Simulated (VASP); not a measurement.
# Cd3TeSe2 (P3m1) in VASP: single point with PBE

Aim: the single point of Cd3TeSe2 with PBE.

All numbers are computed with VASP 6.6.1; they aren't measurements. Logs are shortened: lines on timing, memory, paths and dates and some standing lists are left out, and cuts for length are marked.

## (1) The cell of the first run

It takes space group P3m1 (No. 156, trigonal). Conventional cell: a = 4.482 Å, b = 4.482 Å, c = 10.980 Å, α = 90.00°, β = 90.00°, γ = 120.00°. Cd (site symmetry 3m) has 4 Se at 2.69 to 2.72 Å within 3.5 Å. Cd (site symmetry 3m) has 3 Se at 2.72 Å and 1 Te at 2.86 Å within 3.6 Å. Within 3.5 Å of Cd (site symmetry 3m) lie 1 Se at 2.68 Å and 3 Te at 2.81 Å. Within 3.7 Å of Te (site symmetry 3m) lie 4 Cd at 2.81 to 2.86 Å. Within 3.5 Å of Se (site symmetry 3m) lie 4 Cd at 2.69 to 2.72 Å. Se (site symmetry 3m) has 4 Cd at 2.68 to 2.72 Å within 3.5 Å.

## (2) Single point, PBE

INCAR reads:

```
ALGO = Normal ; EDIFF = 1E-6
ENCUT = 520 ; GGA = PE
ISIF = 2 ; ISMEAR = 0
LASPH = True ; LCHARG = False
LREAL = False ; LWAVE = False
NBANDS = 36 ; NELM = 60
PREC = Accurate ; SIGMA = 0.01
```

KPOINTS reads:

```
k-points
0
Gamma
  12 12 4
```

POSCAR reads:

```
Cd3TeSe2
1.0
    4.4815559243     -0.0000000289      0.0000000000
   -2.2407779372      3.8811412934      0.0000000000
    0.0000000000      0.0000000000     10.9800551000
Cd Te Se
3 1 2
Direct
    0.0000000000      0.0000000000      0.0003490000
    0.3333333333      0.6666666667      0.6797230000
    0.6666666667      0.3333333333      0.3193070000
    0.3333333333      0.6666666667      0.4193400000
    0.0000000000      0.0000000000      0.7556010000
    0.6666666667      0.3333333333      0.0756800000
```

Potentials or basis: VASP PAW PBE potentials, release 64 (Cd, Te, Se).

Launch:

```bash
> cat potpaw_PBE.64/Cd/POTCAR potpaw_PBE.64/Te/POTCAR potpaw_PBE.64/Se/POTCAR > POTCAR
> mpirun -np 1 vasp_std > vasp.out
```

OUTCAR:

```text
EDIFF = 1E-6
   ENCUT = 520
   GGA = PE
   ISIF = 2
   ISMEAR = 0
   LASPH = True
   LREAL = False
   NELM = 60
   PREC = Accurate

 ion  position               nearest neighbor table
   1  0.000  0.000  0.000-   5 2.69   6 2.72   6 2.72   6 2.72
   2  0.333  0.667  0.680-   5 2.72   5 2.72   5 2.72   4 2.86
   3  0.667  0.333  0.319-   6 2.68   4 2.81   4 2.81   4 2.81
   4  0.333  0.667  0.419-   3 2.81   3 2.81   3 2.81   2 2.86
   5  0.000  0.000  0.756-   1 2.69   2 2.72   2 2.72   2 2.72
   6  0.667  0.333  0.076-   3 2.68   1 2.72   1 2.72   1 2.72

  LATTYP: Found a hexagonal cell.
 ALAT       =     4.4815559243
 C/A-ratio  =     2.4500542413

  Lattice vectors:

 A1 = (   4.4815559243,  -0.0000000289,   0.0000000000)
 A2 = (  -2.2407779372,   3.8811412934,   0.0000000000)
 A3 = (   0.0000000000,   0.0000000000,  10.9800551000)

Analysis of symmetry for initial positions (statically):
=====================================================================
 Subroutine PRICEL returns:
 Original cell was already a primitive cell.

 Routine SETGRP: Setting up the symmetry group for a
 hexagonal supercell.

 Subroutine GETGRP returns: Found  6 space group operations
 (whereof  6 operations were pure point group operations)
 out of a pool of 24 trial point group operations.

The static configuration has the point symmetry C_3v.

Analysis of symmetry for dynamics (positions and initial velocities):
=====================================================================
 Subroutine PRICEL returns:
 Original cell was already a primitive cell.

 Routine SETGRP: Setting up the symmetry group for a
 hexagonal supercell.

 Subroutine GETGRP returns: Found  6 space group operations
 (whereof  6 operations were pure point group operations)
 out of a pool of 24 trial point group operations.

The dynamic configuration has the point symmetry C_3v.

 Subroutine INISYM returns: Found  6 space group operations
 (whereof  6 operations are pure point group operations),
 and found     1 'primitive' translations

----------------------------------------------------------------------------------------

                                     Primitive cell

  volume of cell :     190.9822
[... 90 lines left out ...]
   ICHARG =      2    charge: 1-file 2-atom 10-const
   ISPIN  =      1    spin polarized calculation?
   LNONCOLLINEAR =      F non collinear calculations
   LSORBIT =      F    spin-orbit coupling
   LASPH  =      T    aspherical Exc in radial PAW
   ENCUT  =  520.0 eV  38.22 Ry    6.18 a.u.   8.33  8.33 20.42*2*pi/ulx,y,z
   NELM   =     60;   NELMIN=  2; NELMDL= -5     # of ELM steps
   EDIFF  = 0.1E-05   stopping-criterion for ELM
   LREAL  =      F    real-space projection
   EDIFFG = 0.1E-04   stopping-criterion for IOM
   NSW    =      0    number of steps for IOM
   IBRION =     -1    ionic relax: 0-MD 1-quasi-New 2-CG
   NFREE  =      0    steps in history (QN), initial steepest desc. (CG)
   ISIF   =      2    stress and relaxation
   ISYM   =      2    0-nonsym 1-usesym 2-fastsym
   POTIM  = 0.5000    time-step for ionic-motion
   TEBEG  =    0.0;   TEEND  =   0.0 temperature during run
   PSTRESS=    0.0 pullay stress
   NELECT =      54.0000    total number of electrons
   NUPDOWN=      -1.0000    fix difference up-down
   EMIN   =  10.00;   EMAX   =-10.00  energy-range for DOS
   EFERMI =   0.00;   METHOD = LEGACY
   ISMEAR =     0;   SIGMA  =   0.01  broadening in eV -4-tet -1-fermi 0-gaus
   EFERMI_NEDOS =   21; number of points for ismear=-14 and -15
   IALGO  =     38    algorithm
   IMIX   =      4    mixing-type and parameters
     AMIX     =   0.40;   BMIX     =  1.00
     AMIX_MAG =   1.60;   BMIX_MAG =  1.00
  volume/ion in A,a.u.               =      31.83       214.80
  Fermi-wavevector in a.u.,A,eV,Ry     =   1.074505  2.030520 15.708759  1.154561
  Thomas-Fermi vector in A             =   2.210335
   LORBIT       =      0    0 simple, 1 ext, 2 COOP (PROOUT), +10 PAW based schemes
   GGA     = PE    functional components
   LHFCALC =     F    Hartree Fock is set to
   AEXX    =    0.0000 exact exchange contribution
   IVDW    =     0    specifies the selected vdW correction
   LEPSILON=     F    determine dielectric tensor
   LRPA    =     F    only Hartree local field effects (RPA)
 non-spin polarized calculation
 Gauss-broadening in eV      SIGMA  =   0.01
  energy-cutoff  :      520.00
  volume of cell :      190.98
 maximum number of plane-waves:      5188
 NGX is ok and might be reduce to    36
   NGX = 17   NGY = 17   NGZ = 41

 number of electron      53.9999990 magnetization

 Free energy of the ion-electron system (eV)
  ---------------------------------------------------
  ext. energy  EPLUGINS =         0.00000000
  ---------------------------------------------------
  free energy    TOTEN  =       -15.72313076 eV

  energy without entropy =      -15.72313076  energy(sigma->0) =      -15.72313076

 E-fermi :   1.3606     XC(G=0):  -8.5269

 val. band max:        1.3165617361   @ k =   0.0000   0.0000   0.0000
 cond. band min:       1.4028212356   @ k =   0.0000   0.0000   0.0000
 fundamental gap:      0.0862594994
 Fermi energy:         1.3605903201

 k-point     1 :       0.0000    0.0000    0.0000
  band No.  band energies     occupation
      1     -11.3023      2.00000
      2     -11.1315      2.00000
      3      -9.4932      2.00000
      4      -6.8988      2.00000
      5      -6.8988      2.00000
      6      -6.8827      2.00000
[... 925 lines left out ...]
     35       7.0292      0.00000
     36       7.2376      0.00000

 [... further k-points ...]
[... 5 lines left out ...]
  --------------------------------------------------------------------------------------
  -------------------------------------------------------------------------------------
  Total        0.2137904      0.2137904      0.2266829     -0.0000000     -0.0000000      0.0000000
  in kB        1.7935193      1.7935193      1.9016762     -0.0000000     -0.0000000      0.0000000
  external PRESSURE =       1.8295716 kB  Pullay stress =       0.0000000 kB

 VOLUME and BASIS-vectors are now :
 -----------------------------------------------------------------------------
  energy-cutoff  :      520.00
  volume of cell :      190.98
      direct lattice vectors                 reciprocal lattice vectors
     4.481555924 -0.000000029  0.000000000     0.223136790  0.128828084  0.000000000
    -2.240777937  3.881141293  0.000000000     0.000000002  0.257656171  0.000000000
     0.000000000  0.000000000 10.980055100     0.000000000  0.000000000  0.091074224

 POSITION                                       TOTAL-FORCE (eV/Angst)
 -----------------------------------------------------------------------------------
      0.00000      0.00000      0.00383         0.000000      0.000000      0.004848
      0.00000      2.58743      7.46340         0.000000     -0.000000     -0.008009
      2.24078      1.29371      3.50601        -0.000000     -0.000000      0.010075
      0.00000      2.58743      4.60438        -0.000000     -0.000000      0.003462
      0.00000      0.00000      8.29654         0.000000      0.000000     -0.004879
      2.24078      1.29371      0.83097        -0.000000     -0.000000     -0.005497
 -----------------------------------------------------------------------------------
    total drift:                                0.000001      0.000000     -0.000321

  FREE ENERGIE OF THE ION-ELECTRON SYSTEM (eV)
  ---------------------------------------------------
  free  energy   TOTEN  =       -15.7231307560 eV

  energy  without entropy=      -15.7231307560  energy(sigma->0) =      -15.72313076
```

stdout:

```text
POSCAR found type information on POSCAR CdTeSe
 POSCAR found :  3 types and       6 ions
 scaLAPACK will be used
 LDA part: xc-table for (Slater+PW92), standard interpolation
 POSCAR, INCAR and KPOINTS ok, starting setup
 FFT: planning ... GRIDC
 FFT: planning ... GRID_SOFT
 FFT: planning ... GRID
 WAVECAR not read
 entering main loop
```

It took 12 min on 1 thread of Intel Xeon 8259CL, shared host; peak memory 0.61 GiB.

What came out:

* Free energy: -15.7231 eV
* Pressure: 0.2 GPa
* Largest force: 0.010 eV/Å
* Band gap on the k mesh: 0.09 eV, direct

Forces on the atoms (eV/Å):
```
Cd   0.000  0.000  0.005
Cd   0.000  0.000 -0.008
Cd   0.000  0.000  0.010
Te   0.000  0.000  0.003
Se   0.000  0.000 -0.005
Se   0.000  0.000 -0.005
```

Levels at points of the mesh, in eV from the valence-band top:
| k point | band 23 | band 24 | band 25 | band 26 | band 27 | band 28 | band 29 | band 30 | band 31 | band 32 |
| --- | --- | --- | --- | --- | --- | --- | --- | --- | --- | --- |
| (0.00, 0.00, 0.00) | -0.84 | -0.84 | -0.37 | 0.00 | 0.00 | 0.09 | 1.57 | 2.34 | 5.05 | 5.15 |
| (0.50, 0.00, 0.00) | -2.02 | -1.84 | -1.65 | -1.49 | -0.93 | 2.55 | 2.65 | 2.95 | 2.99 | 4.81 |
| (0.00, 0.00, 0.50) | -1.15 | -0.77 | -0.77 | -0.04 | -0.04 | 1.19 | 1.35 | 2.27 | 4.65 | 5.37 |
| (0.50, 0.00, 0.50) | -2.18 | -1.99 | -1.66 | -0.99 | -0.83 | 1.77 | 2.90 | 3.16 | 3.60 | 3.99 |

Caveat: spin-orbit coupling is left out, which moves the levels of the heavy elements.
